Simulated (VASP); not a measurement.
GaGe:

```
Ga Ge
1.0
     3.66844    0.00000    0.00000
     0.00000    3.66844    0.00000
     0.00000    0.00000    3.66844
Ga Ge
1 1
Direct
  0.00000 0.00000 0.00000
  0.50000 0.50000 0.50000
```

```yaml
Program: VASP 6.6.1
Task: relaxation of cell and atoms
Functional: PBE
Potentials_or_basis: VASP PAW PBE potentials, release 64 (Ga_d, Ge_d)
Cutoff: 500 eV
k_mesh: 6 × 6 × 6
Occupations: gaussian, width 0.1 eV
Spin: no spin polarisation
```

At the start: pressure -7.6 GPa; volume 24.68 Å³/atom.

Problem. How do energy, volume and symmetry change on relaxing?

Solution. Over 4 steps the energy falls by 171.5 meV/atom and the volume is 19.11 Å³/atom (-22.6 %); space group Pm-3m (No. 221, to 0.1 Å) before and after.

Step by step:
```tsv
step	energy change (eV)	largest force (eV/Å)	pressure (GPa)	volume (Å³)
1	0.0000	0.0000	-7.59	49.37
2	-0.2974	0.0000	-3.92	41.47
3	-0.3426	0.0000	0.46	37.89
4	-0.3430	0.0000	-0.09	38.23
```

Final structure:
```cif
data_structure
_symmetry_space_group_name_H-M 'P 1'
_symmetry_Int_Tables_number 1
_cell_length_a 3.3687
_cell_length_b 3.3687
_cell_length_c 3.3687
_cell_angle_alpha 90.000
_cell_angle_beta 90.000
_cell_angle_gamma 90.000
_cell_volume 38.23
loop_
_atom_site_label
_atom_site_type_symbol
_atom_site_fract_x
_atom_site_fract_y
_atom_site_fract_z
_atom_site_occupancy
Ga1 Ga 0.00000 0.00000 0.00000 1
Ge1 Ge 0.50000 0.50000 0.50000 1
```

Caveat: the volume moved by over 15 % at a fixed basis, so the end points are rough; the highest band is partly filled, so the run has too few bands.
